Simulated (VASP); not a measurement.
# PtSe2 (P-3m1) in VASP: notebook, part 2 of 2

VASP 6.6.1. The steps go on from the part before.

### Step 3. Phonons, PBE+D3(BJ)

This run uses another cell than the first one, of 19.49 Å³/atom.

INCAR reads:

```
  ALGO = Normal
  EDIFF = 1E-8
  ENCUT = 520
  GGA = PE
  IBRION = 6
  ISIF = 2
  ISMEAR = -1
  IVDW = 12
  LASPH = True
  LCHARG = False
  LREAL = False
  LWAVE = False
  NBANDS = 18
  NELM = 80
  NFREE = 2
  NSW = 1
  POTIM = 0.015
  PREC = Accurate
  SIGMA = 0.15
```

KPOINTS reads:

```
k-points
0
Gamma
  12 12 10
```

POSCAR reads:

```
PtSe2
1.0
    3.7654516749      0.0000000000      0.0000000000
   -1.8827258374      3.2609768072      0.0000000000
    0.0000000000      0.0000000000      4.7627423507
Pt Se
1 2
Direct
    0.0000000000      0.0000000000      0.0000000000
    0.3333333333      0.6666666667      0.2685880547
    0.6666666667      0.3333333333      0.7314119453
```

Potentials or basis: VASP PAW PBE potentials, release 64 (Pt, Se).

Run with:

```sh
$ cat potpaw_PBE.64/Pt/POTCAR potpaw_PBE.64/Se/POTCAR > POTCAR
$ mpirun -np 1 vasp_std > vasp.out
```

OUTCAR:

```text
EDIFF = 1E-8
   ENCUT = 520
   GGA = PE
   IBRION = 6
   ISIF = 2
   ISMEAR = -1
   IVDW = 12
   LASPH = True
   LREAL = False
   NELM = 80
   NFREE = 2
   NSW = 1
   POTIM = 0.015
   PREC = Accurate
 IVDW          = 12

 ion  position               nearest neighbor table
   1  0.000  0.000  0.000-   2 2.52   3 2.52   2 2.52   3 2.52   3 2.52   2 2.52
   2  0.333  0.667  0.269-   1 2.52   1 2.52   1 2.52
   3  0.667  0.333  0.731-   1 2.52   1 2.52   1 2.52

  LATTYP: Found a hexagonal cell.
 ALAT       =     3.7654516749
 C/A-ratio  =     1.2648528681

  Lattice vectors:

 A1 = (   3.7654516749,   0.0000000000,   0.0000000000)
 A2 = (  -1.8827258374,   3.2609768072,   0.0000000000)
 A3 = (   0.0000000000,   0.0000000000,   4.7627423507)

Analysis of symmetry for initial positions (statically):
=====================================================================
 Subroutine PRICEL returns:
 Original cell was already a primitive cell.

 Routine SETGRP: Setting up the symmetry group for a
 hexagonal supercell.

 Subroutine GETGRP returns: Found 12 space group operations
 (whereof 12 operations were pure point group operations)
 out of a pool of 24 trial point group operations.

The static configuration has the point symmetry D_3d.

Analysis of symmetry for dynamics (positions and initial velocities):
=====================================================================
 Subroutine PRICEL returns:
 Original cell was already a primitive cell.

 Routine SETGRP: Setting up the symmetry group for a
 hexagonal supercell.

 Subroutine GETGRP returns: Found 12 space group operations
 (whereof 12 operations were pure point group operations)
 out of a pool of 24 trial point group operations.

The dynamic configuration has the point symmetry D_3d.

 Subroutine INISYM returns: Found 12 space group operations
 (whereof 12 operations are pure point group operations),
 and found     1 'primitive' translations

----------------------------------------------------------------------------------------

                                     Primitive cell

  volume of cell :      58.4820

  direct lattice vectors                    reciprocal lattice vectors
     3.765451675  0.000000000  0.000000000     0.265572390  0.153328291  0.000000000
    -1.882725837  3.260976807  0.000000000     0.000000000  0.306656581  0.000000000
     0.000000000  0.000000000  4.762742351     0.000000000  0.000000000  0.209963069

  length of vectors
     3.765451675  3.765451675  4.762742351     0.306656581  0.306656581  0.209963069

  position of ions in fractional coordinates (direct lattice)
     0.000000000  0.000000000  0.000000000
     0.333333333  0.666666667  0.268588055
     0.666666667  0.333333333  0.731411945

  ion indices of the primitive-cell ions
   primitive index   ion index
                 1           1
                 2           2
                 3           3

----------------------------------------------------------------------------------------

 KPOINTS: k-points
[... 74 lines left out ...]
   ISIF   =      2    stress and relaxation
   ISYM   =      2    0-nonsym 1-usesym 2-fastsym
   POTIM  = 0.0150    time-step for ionic-motion
   TEBEG  =    0.0;   TEEND  =   0.0 temperature during run
   PSTRESS=    0.0 pullay stress
   NELECT =      22.0000    total number of electrons
   NUPDOWN=      -1.0000    fix difference up-down
   EMIN   =  10.00;   EMAX   =-10.00  energy-range for DOS
   EFERMI =   0.00;   METHOD = LEGACY
   ISMEAR =    -1;   SIGMA  =   0.15  broadening in eV -4-tet -1-fermi 0-gaus
   EFERMI_NEDOS =   21; number of points for ismear=-14 and -15
   IALGO  =     38    algorithm
   IMIX   =      4    mixing-type and parameters
     AMIX     =   0.40;   BMIX     =  1.00
     AMIX_MAG =   1.60;   BMIX_MAG =  1.00
  volume/ion in A,a.u.               =      19.49       131.55
  Fermi-wavevector in a.u.,A,eV,Ry     =   1.181794  2.233267 19.002399  1.396637
  Thomas-Fermi vector in A             =   2.318061
   LORBIT       =      0    0 simple, 1 ext, 2 COOP (PROOUT), +10 PAW based schemes
   GGA     = PE    functional components
   LHFCALC =     F    Hartree Fock is set to
   AEXX    =    0.0000 exact exchange contribution
   IVDW    =    12    specifies the selected vdW correction
   LEPSILON=     F    determine dielectric tensor
   LRPA    =     F    only Hartree local field effects (RPA)
 finite differences with symmetry
 non-spin polarized calculation
  energy-cutoff  :      520.00
  volume of cell :       58.48
 maximum number of plane-waves:      1608
   NGX = 13   NGY = 13   NGZ = 17

--------------------------------------- Ionic step        1  -------------------------------------------

 number of electron      22.0000000 magnetization

 Free energy of the ion-electron system (eV)
  ---------------------------------------------------
  ext. energy  EPLUGINS =         0.00000000
  ---------------------------------------------------
  free energy    TOTEN  =       -14.19725097 eV

  energy without entropy =      -14.13790076  energy(sigma->0) =      -14.16757586

------------------------ aborting loop because EDIFF is reached ----------------------------------------

 Edisp (eV)   -1.49450

 E8    (eV) :    -0.6421
[... 319 lines left out ...]
--------------------------------------- Ionic step        9  -------------------------------------------

 number of electron      21.9999998 magnetization

 Free energy of the ion-electron system (eV)
  ---------------------------------------------------
  ext. energy  EPLUGINS =         0.00000000
  ---------------------------------------------------
  free energy    TOTEN  =       -14.19633469 eV

  energy without entropy =      -14.13756543  energy(sigma->0) =      -14.16695006

 E-fermi :   6.8470     XC(G=0): -10.9104

 val. band max:        6.7907703912   @ k =   0.0833   0.0833   0.0000
 cond. band min:       6.8655576882   @ k =   0.0000   0.1667   0.1000
 fundamental gap:      0.0747872970
 Fermi energy:         6.8470169623

 k-point     1 :       0.0000    0.0000    0.0000
  band No.  band energies     occupation
      1      -8.8770      2.00000
      2      -5.6389      2.00000
      3      -0.2894      2.00000
      4       0.6063      2.00000
      5       0.6063      2.00000
      6       3.0950      2.00000
[... 481 lines left out ...]
      5       1.0962      2.00000
      6       2.4338      2.00000
[... 10 lines left out ...]
     17      15.4607      0.00000
     18      15.7681      0.00000

 [... further k-points ...]

------------------------ aborting loop because EDIFF is reached ----------------------------------------

 Edisp (eV)   -1.49420

 E8    (eV) :    -0.6420
[... 26 lines left out ...]
  FREE ENERGIE OF THE ION-ELECTRON SYSTEM (eV)
  ---------------------------------------------------
  free  energy   TOTEN  =       -15.6905380037 eV

  energy  without entropy=      -15.6317687406  energy(sigma->0) =      -15.66115337

 INTERNAL STRAIN TENSORS FROM DISPLACED ATOMS
 ============================================

 INTERNAL STRAIN TENSOR FOR ION    1 for displacements in x,y,z  (eV/Angst):
          X           Y           Z          XY          YZ          ZX
  --------------------------------------------------------------------------------
  x     0.00000     0.00000     0.00000     0.00000     0.00000     0.00000
  y     0.00000     0.00000     0.00000     0.00000     0.00000     0.00000
  z     0.00000     0.00000     0.00000     0.00000     0.00000     0.00000

 INTERNAL STRAIN TENSOR FOR ION    3 for displacements in x,y,z  (eV/Angst):
          X           Y           Z          XY          YZ          ZX
  --------------------------------------------------------------------------------
  x    -0.00000     0.00000    -0.00000    -3.89296     0.00000     7.57476
  y    -3.89296     3.89296    -0.00000     0.00000     7.57475     0.00000
  z     9.75506     9.75506    10.51734     0.00000     0.00000    -0.00000

 Eigenvectors and eigenvalues of the dynamical matrix
 ----------------------------------------------------

   1 f  =    6.441458 THz    40.472871 2PiTHz  214.863895 cm-1    26.639716 meV
             X         Y         Z           dx          dy          dz
      0.000000  0.000000  0.000000     0.000000   -0.000000   -0.668865
     -0.000000  2.173985  1.279216    -0.000000    0.000000    0.525652
      1.882726  1.086992  3.483527    -0.000000    0.000000    0.525652
[... 43 lines left out ...]
   9 f/i=    0.000100 THz     0.000626 2PiTHz    0.003322 cm-1     0.000412 meV
             X         Y         Z           dx          dy          dz
      0.000000  0.000000  0.000000     0.000000   -0.000000    0.743384
     -0.000000  2.173985  1.279216     0.000000   -0.000000    0.472959
      1.882726  1.086992  3.483527     0.000000   -0.000000    0.472959

 ELASTIC MODULI CONTR FROM IONIC RELAXATION (kBar)
 Direction    XX          YY          ZZ          XY          YZ          ZX
 --------------------------------------------------------------------------------
 XX        -541.7405   -306.0510   -457.0200     -0.0000    229.2972      0.0000
 YY        -306.0510   -541.7405   -457.0200     -0.0000   -229.2972     -0.0000
 ZZ        -457.0200   -457.0200   -492.7327     -0.0000      0.0000      0.0000
 XY          -0.0000     -0.0000     -0.0000   -117.8448     -0.0000    229.2975
 YZ         229.2972   -229.2972      0.0000     -0.0000   -446.1563     -0.0000
 ZX           0.0000     -0.0000      0.0000    229.2975     -0.0000   -446.1575
 --------------------------------------------------------------------------------
```

stdout:

```text
POSCAR found type information on POSCAR PtSe
 POSCAR found :  2 types and       3 ions
 scaLAPACK will be used
 LDA part: xc-table for (Slater+PW92), standard interpolation
 POSCAR, INCAR and KPOINTS ok, starting setup
 FFT: planning ... GRIDC
 FFT: planning ... GRID_SOFT
 FFT: planning ... GRID
 WAVECAR not read
 entering main loop
 Found     4 degrees of freedom:
 Finite differences POTIM= 0.01500 DOF=   4
 bond charge predicted
 Finite differences progress:
 bond charge predicted
 Finite differences progress:
 bond charge predicted
 Finite differences progress:
 bond charge predicted
 Finite differences progress:
 bond charge predicted
 Finite differences progress:
 bond charge predicted
 Finite differences progress:
 bond charge predicted
 Finite differences progress:
 bond charge predicted
 Finite differences progress:
```

It took 27 min on 1 thread of Intel Xeon 8259CL, shared host; peak memory 1.2 GiB.

Results:

```yaml
Highest_phonon_frequency_at_Γ_LO-TO_splitting_left_out: 215 cm⁻¹
Dispersion_energy_per_atom: -0.498 eV
```

Phonon frequencies in cm⁻¹ (negative: imaginary):
```csv
q point,frequencies
"(0.000, 0.000, 0.000)",0 0 0 156 156 206 214 214 215
```

Caveat: spin-orbit coupling is left out, which moves the levels of the heavy elements.
